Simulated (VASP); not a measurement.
# WSe2 in VASP: notebook

WSe2 is run at these levels: PBE; tasks: single point, relaxation of cell and atoms.

Everything below comes from runs of VASP 6.6.1. Logs are shortened: lines on timing, memory, paths and dates and some standing lists are left out, and cuts for length are marked.

**1. The cell of the first run**

The cell holds a slab with vacuum, 3 atoms: a = 3.318 Å, b = 3.318 Å, c = 16.658 Å, α = 90.00°, β = 90.00°, γ = 120.00°.

**2. Single point, PBE**

Contents of INCAR:

```
  ALGO = Normal
  EDIFF = 1E-6
  ENCUT = 520
  GGA = PE
  ISIF = 2
  ISMEAR = 0
  LASPH = True
  LCHARG = True
  LELF = True
  LREAL = False
  LVHAR = True
  LWAVE = False
  NBANDS = 20
  NELM = 80
  PREC = Accurate
  SIGMA = 0.1
```

Contents of KPOINTS:

```
k-points
0
Gamma
  6 6 1
```

Contents of POSCAR:

```
WSe2
1.0
    3.3179376400      0.0000000000      0.0000000000
   -1.6589688200      2.8734182900      0.0000000000
    0.0000000000      0.0000000000     16.6581420900
W Se
1 2
Direct
    0.0000000000      0.0000000000      0.0000000000
    0.3333333300      0.6666666700      0.0997865200
    0.3333333300      0.6666666700      0.9002134800
```

Potentials or basis: VASP PAW PBE potentials, release 64 (W_sv, Se).

Run with:

```console
> cat potpaw_PBE.64/W_sv/POTCAR potpaw_PBE.64/Se/POTCAR > POTCAR
> mpirun -np 1 vasp_std > vasp.out
```

OUTCAR:

```text
EDIFF = 1E-6
   ENCUT = 520
   GGA = PE
   ISIF = 2
   ISMEAR = 0
   LASPH = True
   LREAL = False
   NELM = 80
   PREC = Accurate

 ion  position               nearest neighbor table
   1  0.000  0.000  0.000-   2 2.54   3 2.54   2 2.54   3 2.54   2 2.54   3 2.54
   2  0.333  0.667  0.100-   1 2.54   1 2.54   1 2.54
   3  0.333  0.667  0.900-   1 2.54   1 2.54   1 2.54

  LATTYP: Found a hexagonal cell.
 ALAT       =     3.3179376400
 C/A-ratio  =     5.0206314577

  Lattice vectors:

 A1 = (   3.3179376400,   0.0000000000,   0.0000000000)
 A2 = (  -1.6589688200,   2.8734182900,   0.0000000000)
 A3 = (   0.0000000000,   0.0000000000,  16.6581420900)

Analysis of symmetry for initial positions (statically):
=====================================================================
 Subroutine PRICEL returns:
 Original cell was already a primitive cell.

 Routine SETGRP: Setting up the symmetry group for a
 hexagonal supercell.

 Subroutine GETGRP returns: Found 12 space group operations
 (whereof 12 operations were pure point group operations)
 out of a pool of 24 trial point group operations.

The static configuration has the point symmetry D_3h.

Analysis of symmetry for dynamics (positions and initial velocities):
=====================================================================
 Subroutine PRICEL returns:
 Original cell was already a primitive cell.

 Routine SETGRP: Setting up the symmetry group for a
 hexagonal supercell.

 Subroutine GETGRP returns: Found 12 space group operations
 (whereof 12 operations were pure point group operations)
 out of a pool of 24 trial point group operations.

The dynamic configuration has the point symmetry D_3h.

 Subroutine INISYM returns: Found 12 space group operations
 (whereof 12 operations are pure point group operations),
 and found     1 'primitive' translations

----------------------------------------------------------------------------------------

                                     Primitive cell

  volume of cell :     158.8158

  direct lattice vectors                    reciprocal lattice vectors
     3.317937640  0.000000000  0.000000000     0.301392042  0.174008776  0.000000000
    -1.658968820  2.873418290  0.000000000     0.000000000  0.348017552  0.000000000
     0.000000000  0.000000000 16.658142090     0.000000000  0.000000000  0.060030704

  length of vectors
     3.317937640  3.317937645 16.658142090     0.348017553  0.348017552  0.060030704

  position of ions in fractional coordinates (direct lattice)
     0.000000000  0.000000000  0.000000000
     0.333333330  0.666666670  0.099786520
     0.333333330  0.666666670  0.900213480

  ion indices of the primitive-cell ions
   primitive index   ion index
                 1           1
                 2           2
                 3           3

----------------------------------------------------------------------------------------

 KPOINTS: k-points

Automatic generation of k-mesh.
 Grid dimensions read from file:
 generate k-points for:    6    6    1

 Generating k-lattice:

  Cartesian coordinates                     Fractional coordinates (reciprocal lattice)
     0.050232007  0.029001463  0.000000000     0.166666667  0.000000000  0.000000000
     0.000000000  0.058002925  0.000000000     0.000000000  0.166666667  0.000000000
     0.000000000  0.000000000  0.060030704     0.000000000  0.000000000  1.000000000

  Length of vectors
     0.058002925  0.058002925  0.060030704

  Shift w.r.t. Gamma in fractional coordinates (k-lattice)
     0.000000000  0.000000000  0.000000000

 Subroutine IBZKPT returns following result:
 ===========================================

 Found      7 irreducible k-points:

 Following reciprocal coordinates:
            Coordinates               Weight
  0.000000  0.000000  0.000000      1.000000
  0.166667  0.000000  0.000000      6.000000
  0.333333 -0.000000  0.000000      6.000000
  0.500000  0.000000  0.000000      3.000000
  0.166667  0.166667  0.000000      6.000000
  0.333333  0.166667  0.000000     12.000000
  0.333333  0.333333  0.000000      2.000000
   k-points           NKPTS =      7   k-points in BZ     NKDIM =      7   number of bands    NBANDS=     20
   number of dos      NEDOS =    301   number of ions     NIONS =      3
   total plane-waves  NPLWV =  98784
   dimension x,y,z NGX =    28 NGY =   28 NGZ =  126
   dimension x,y,z NGXF=    56 NGYF=   56 NGZF=  252
   ions per type =               1   2
   NGX,Y,Z   is equivalent  to a cutoff of  14.03, 14.03, 12.57 a.u.
   NGXF,Y,Z  is equivalent  to a cutoff of  28.06, 28.06, 25.15 a.u.
 SYSTEM =  unknown system
   PREC   = accura    normal or accurate (medium, high low for compatibility)
   ISTART =      0    job   : 0-new  1-cont  2-samecut
   ICHARG =      2    charge: 1-file 2-atom 10-const
   ISPIN  =      1    spin polarized calculation?
   LNONCOLLINEAR =      F non collinear calculations
   LSORBIT =      F    spin-orbit coupling
   LASPH  =      T    aspherical Exc in radial PAW
   ENCUT  =  520.0 eV  38.22 Ry    6.18 a.u.   6.17  6.17 30.97*2*pi/ulx,y,z
   NELM   =     80;   NELMIN=  2; NELMDL= -5     # of ELM steps
   EDIFF  = 0.1E-05   stopping-criterion for ELM
   LREAL  =      F    real-space projection
   EDIFFG = 0.1E-04   stopping-criterion for IOM
   NSW    =      0    number of steps for IOM
   IBRION =     -1    ionic relax: 0-MD 1-quasi-New 2-CG
   NFREE  =      0    steps in history (QN), initial steepest desc. (CG)
   ISIF   =      2    stress and relaxation
   ISYM   =      2    0-nonsym 1-usesym 2-fastsym
   POTIM  = 0.5000    time-step for ionic-motion
   TEBEG  =    0.0;   TEEND  =   0.0 temperature during run
   PSTRESS=    0.0 pullay stress
   NELECT =      26.0000    total number of electrons
   NUPDOWN=      -1.0000    fix difference up-down
   EMIN   =  10.00;   EMAX   =-10.00  energy-range for DOS
   EFERMI =   0.00;   METHOD = LEGACY
   ISMEAR =     0;   SIGMA  =   0.10  broadening in eV -4-tet -1-fermi 0-gaus
   EFERMI_NEDOS =   21; number of points for ismear=-14 and -15
   IALGO  =     38    algorithm
   IMIX   =      4    mixing-type and parameters
     AMIX     =   0.40;   BMIX     =  1.00
     AMIX_MAG =   1.60;   BMIX_MAG =  1.00
  volume/ion in A,a.u.               =      52.94       357.25
  Fermi-wavevector in a.u.,A,eV,Ry     =   0.895574  1.692389 10.912587  0.802053
  Thomas-Fermi vector in A             =   2.017923
   LORBIT       =      0    0 simple, 1 ext, 2 COOP (PROOUT), +10 PAW based schemes
   GGA     = PE    functional components
   LHFCALC =     F    Hartree Fock is set to
   AEXX    =    0.0000 exact exchange contribution
   IVDW    =     0    specifies the selected vdW correction
   LEPSILON=     F    determine dielectric tensor
   LRPA    =     F    only Hartree local field effects (RPA)
 non-spin polarized calculation
 Gauss-broadening in eV      SIGMA  =   0.10
  energy-cutoff  :      520.00
  volume of cell :      158.82
 maximum number of plane-waves:      4296
 NGX is ok and might be reduce to    28
   NGX = 13   NGY = 13   NGZ = 61

 number of electron      25.9999999 magnetization

 Free energy of the ion-electron system (eV)
  ---------------------------------------------------
  ext. energy  EPLUGINS =         0.00000000
  ---------------------------------------------------
  free energy    TOTEN  =       -21.61404936 eV

  energy without entropy =      -21.61404936  energy(sigma->0) =      -21.61404936

 E-fermi :  -0.4365     XC(G=0):  -4.7736

 val. band max:       -0.8789507524   @ k =   0.3333   0.3333   0.0000
 cond. band min:       0.6413573766   @ k =   0.3333   0.3333   0.0000
 fundamental gap:      1.5203081290
 Fermi energy:        -0.4364888946

 k-point     1 :       0.0000    0.0000    0.0000
  band No.  band energies     occupation
      1     -74.9290      2.00000
      2     -39.1584      2.00000
      3     -39.0555      2.00000
      4     -39.0555      2.00000
      5     -15.6214      2.00000
      6     -14.3312      2.00000
[... 12 lines left out ...]
     19       4.0379      0.00000
     20       4.2867      0.00000

 k-point     2 :       0.1667    0.0000    0.0000
  band No.  band energies     occupation
      1     -74.9267      2.00000
      2     -39.1481      2.00000
      3     -39.1091      2.00000
      4     -39.0681      2.00000
      5     -15.2291      2.00000
      6     -14.1404      2.00000
[... 12 lines left out ...]
     19       4.5607      0.00000
     20       5.3374      0.00000

 k-point     3 :       0.3333   -0.0000    0.0000
  band No.  band energies     occupation
      1     -74.9222      2.00000
      2     -39.2149      2.00000
      3     -39.1276      2.00000
      4     -39.0932      2.00000
      5     -14.2939      2.00000
      6     -13.6969      2.00000
[... 12 lines left out ...]
     19       5.6106      0.00000
     20       5.7901      0.00000

 k-point     4 :       0.5000    0.0000    0.0000
  band No.  band energies     occupation
      1     -74.9199      2.00000
      2     -39.2670      2.00000
      3     -39.1172      2.00000
      4     -39.1057      2.00000
      5     -13.6957      2.00000
      6     -13.4314      2.00000
[... 12 lines left out ...]
     19       6.2195      0.00000
     20       6.2367      0.00000

 k-point     5 :       0.1667    0.1667    0.0000
  band No.  band energies     occupation
      1     -74.9233      2.00000
      2     -39.1787      2.00000
      3     -39.1327      2.00000
      4     -39.0970      2.00000
      5     -14.5565      2.00000
      6     -13.8162      2.00000
[... 12 lines left out ...]
     19       5.5017      0.00000
     20       6.3641      0.00000

 k-point     6 :       0.3333    0.1667    0.0000
  band No.  band energies     occupation
      1     -74.9199      2.00000
      2     -39.2405      2.00000
      3     -39.1328      2.00000
      4     -39.1173      2.00000
      5     -13.7227      2.00000
      6     -13.4259      2.00000
[... 12 lines left out ...]
     19       6.5966      0.00000
     20       6.8948      0.00000

 k-point     7 :       0.3333    0.3333    0.0000
  band No.  band energies     occupation
      1     -74.9188      2.00000
      2     -39.2146      2.00000
      3     -39.1917      2.00000
      4     -39.1121      2.00000
      5     -13.4140      2.00000
      6     -13.2691      2.00000
[... 12 lines left out ...]
     19       5.5198      0.00000
     20       7.7868      0.00000

------------------------ aborting loop because EDIFF is reached ----------------------------------------

  FORCE on cell =-STRESS in cart. coord.  units (eV):
  Direction    XX          YY          ZZ          XY          YZ          ZX
  --------------------------------------------------------------------------------------
  -------------------------------------------------------------------------------------
  Total        0.5220902      0.5220902      1.1289367      0.0000000      0.0000000      0.0000000
  in kB        5.2669899      5.2669899     11.3890246      0.0000000      0.0000000      0.0000000
  external PRESSURE =       7.3076681 kB  Pullay stress =       0.0000000 kB

 VOLUME and BASIS-vectors are now :
 -----------------------------------------------------------------------------
  energy-cutoff  :      520.00
  volume of cell :      158.82
      direct lattice vectors                 reciprocal lattice vectors
     3.317937640  0.000000000  0.000000000     0.301392042  0.174008776  0.000000000
    -1.658968820  2.873418290  0.000000000     0.000000000  0.348017552  0.000000000
     0.000000000  0.000000000 16.658142090     0.000000000  0.000000000  0.060030704

 POSITION                                       TOTAL-FORCE (eV/Angst)
 -----------------------------------------------------------------------------------
      0.00000      0.00000      0.00000         0.000000     -0.000000      0.000000
     -0.00000      1.91561      1.66226        -0.000000      0.000000      0.343231
     -0.00000      1.91561     14.99588         0.000000     -0.000000     -0.343231
 -----------------------------------------------------------------------------------
    total drift:                                0.000011     -0.000006     -0.000000

  FREE ENERGIE OF THE ION-ELECTRON SYSTEM (eV)
  ---------------------------------------------------
  free  energy   TOTEN  =       -21.6140493591 eV

  energy  without entropy=      -21.6140493591  energy(sigma->0) =      -21.61404936
```

Run time: 24 s. Hardware: 1 thread of Intel Xeon 6975P-C (Granite Rapids), shared host; peak memory 0.3 GiB.

Results:

| Quantity | Value |
| --- | --- |
| Free energy | -21.6140 eV |
| Largest force | 0.343 eV/Å |
| Band gap on the k mesh | 1.52 eV, direct |

Forces in eV/Å, atoms in the order of the input:
```
W    0.000  0.000  0.000
Se   0.000  0.000  0.343
Se   0.000  0.000 -0.343
```

Caveat: spin-orbit coupling is left out, which moves the levels of the heavy elements.

**3. Single point, PBE**

Contents of INCAR:

```
PREC     = Accurate       # precision mode
ENCUT    = 520            # plane-wave cutoff, eV
EDIFF    = 1E-7           # SCF threshold, eV
ISMEAR   = 0              # smearing method
SIGMA    = 0.02           # smearing width, eV
LREAL    = F              # projectors in reciprocal space
LASPH    = T              # aspherical terms in the spheres
NELM     = 60             # most SCF steps
ALGO     = Normal         # electronic algorithm
ISIF     = 2              # what is computed and relaxed
LWAVE    = F              # write WAVECAR
LCHARG   = T              # write CHGCAR
GGA      = PE             # functional
LELF     = T              # ELF
LVHAR    = T            
NBANDS   = 20             # bands
```

Contents of KPOINTS:

```
Automatic mesh
0
Gamma
  12 12 2
```

Contents of POSCAR:

```
WSe2
1.0
    3.3210204971      0.0000000000      0.0000000000
   -1.6605102486      2.8760881170      0.0000000000
    0.0000000000      0.0000000000     16.6544019327
W Se
1 2
Direct
    0.0000000000      0.0000000000      0.0000000000
    0.3333333333      0.6666666667      0.1007865281
    0.3333333333      0.6666666667      0.8992134719
```

Potentials or basis: VASP PAW PBE potentials, release 64 (W_sv, Se).

Run with:

```console
> cat potpaw_PBE.64/W_sv/POTCAR potpaw_PBE.64/Se/POTCAR > POTCAR
> mpirun -np 1 vasp_std > vasp.out
```

Wall time 1.7 min (1 thread of Intel Xeon 6975P-C (Granite Rapids), shared host); peak memory 0.36 GiB.

The run converged. Its results:

```yaml
Free_energy: -21.6233 eV
Largest_force: 0.035 eV/Å
Band_gap_on_the_k_mesh: 1.55 eV, direct
```

Forces in eV/Å, atoms in the order of the input:
```
W    0.000  0.000  0.000
Se   0.000  0.000  0.035
Se   0.000  0.000 -0.035
```

Levels at points of the mesh, in eV from the valence-band top:
```csv
k point,band 9,band 10,band 11,band 12,band 13,band 14,band 15,band 16,band 17,band 18
"(0.00, 0.00, 0.00)",-2.34,-2.14,-1.23,-1.23,-0.32,2.90,2.90,3.06,3.06,4.18
"(0.50, 0.00, 0.00)",-4.14,-2.96,-2.12,-0.98,-0.95,2.34,2.71,3.67,4.34,4.34
"(0.00, 0.00, 0.50)",-2.34,-2.14,-1.23,-1.23,-0.32,2.90,2.90,3.06,3.06,4.25
"(0.50, 0.00, 0.50)",-4.14,-2.96,-2.12,-0.98,-0.95,2.34,2.71,3.67,4.34,4.34
```

Caveat: spin-orbit coupling is left out, which moves the levels of the heavy elements.

**4. Relaxation of cell and atoms, PBE**

Contents of INCAR:

```
PREC     = Accurate       # precision mode
ENCUT    = 600            # plane-wave cutoff, eV
EDIFF    = 1E-6           # SCF threshold, eV
ISMEAR   = 0              # smearing method
SIGMA    = 0.02           # smearing width, eV
LREAL    = False          # projectors in reciprocal space
LASPH    = True           # aspherical terms in the spheres
NELM     = 80             # most SCF steps
ALGO     = Normal         # electronic algorithm
ISIF     = 3              # what is computed and relaxed
LWAVE    = False          # write WAVECAR
LCHARG   = False          # write CHGCAR
GGA      = PE             # functional
IBRION   = 2              # ionic algorithm
NSW      = 100            # ionic steps
EDIFFG   = -0.01          # ionic threshold
```

Contents of KPOINTS:

```
regular mesh
0
Gamma
  12 12 2
```

Contents of POSCAR:

```
WSe2
1.0
    3.3179376400      0.0000000000      0.0000000000
   -1.6589688200      2.8734182900      0.0000000000
    0.0000000000      0.0000000000     16.6581420900
W Se
1 2
Direct
    0.0000000000      0.0000000000      0.0000000000
    0.3333333300      0.6666666700      0.0997865200
    0.3333333300      0.6666666700      0.9002134800
```

Run with:

```console
> cat potpaw_PBE.64/W_sv/POTCAR potpaw_PBE.64/Se/POTCAR > POTCAR
> mpirun -np 1 vasp_std > vasp.out
```

It took 4.6 min on 1 thread of Intel Xeon 6975P-C (Granite Rapids), shared host; peak memory 0.42 GiB.

It converged, with:

- Free energy: -21.6237 eV
- Relaxed cell: a = 3.322 Å, b = 3.322 Å, c = 16.768 Å, α = 90.00°, β = 90.00°, γ = 120.00°
- Space group after relaxing (to 0.05 Å): P-6m2 (No. 187)
- Energy gained by relaxing: 2.2 meV/atom
- Ionic steps: 5
- Largest force after relaxing: 0.006 eV/Å
- Band gap on the k mesh: 1.54 eV, direct

Forces in eV/Å, atoms in the order of the input:
```
W    0.000  0.000  0.000
Se   0.000  0.000  0.006
Se   0.000  0.000 -0.006
```

Step by step:
```
step  energy change (eV)  largest force (eV/Å)  pressure (GPa)  volume (Å³)
   1              0.0000                0.3386            0.73       158.82
   2              0.0207                0.6013           -1.53       164.41
   3             -0.0064                0.0160           -0.05       160.61
   4             -0.0064                0.0221           -0.05       160.57
   5             -0.0066                0.0056            0.01       160.30
```

Final structure:
```
CELL_PARAMETERS angstrom
3.32242 0.00000 0.00000
-1.66121 2.87730 0.00000
0.00000 0.00000 16.76847
ATOMIC_POSITIONS crystal
W 0.00000 0.00000 0.00000
Se 0.33333 0.66667 0.10017
Se 0.33333 0.66667 0.89983
```

Levels at points of the mesh, in eV from the valence-band top:
```
           k point  band 10  band 11  band 12  band 13  band 14  band 15  band 16  band 17
(0.00, 0.00, 0.00)    -2.14    -1.23    -1.23    -0.32     2.89     2.89     3.06     3.06
(0.50, 0.00, 0.00)    -2.96    -2.12    -0.98    -0.95     2.34     2.71     3.67     4.33
(0.00, 0.00, 0.50)    -2.14    -1.23    -1.23    -0.32     2.89     2.89     3.06     3.06
(0.50, 0.00, 0.50)    -2.96    -2.12    -0.98    -0.95     2.34     2.71     3.67     4.33
```

Caveat: spin-orbit coupling is left out, which moves the levels of the heavy elements.

**5. Summary**

| task | cell | k mesh | cutoff (eV) | smearing | gap on the mesh (eV) | largest force (eV/Å) |
| --- | --- | --- | --- | --- | --- | --- |
| single point | a = 3.318, b = 3.318, c = 16.658 Å, angles 90.0, 90.0, 120.0°, 3 atoms | 6 × 6 × 1 | 520 | gaussian 0.1 eV | 1.52 | 0.34 |
| single point | a = 3.321, b = 3.321, c = 16.654 Å, angles 90.0, 90.0, 120.0°, 3 atoms | 12 × 12 × 2 | 520 | gaussian 0.02 eV | 1.55 | 0.03 |
| relaxation of cell and atoms | relaxed from a = 3.318, b = 3.318, c = 16.658 Å, angles 90.0, 90.0, 120.0°, 3 atoms | 12 × 12 × 2 | 600 | gaussian 0.02 eV | 1.54 | 0.01 |

Alike in all rows: level PBE; potentials or basis VASP PAW PBE potentials, release 64 (W_sv, Se); no spin polarisation.

Caveats: spin-orbit coupling is left out, which moves the levels of the heavy elements.

Total energies depend on the potentials used, so only differences within one code and one set of settings carry meaning.
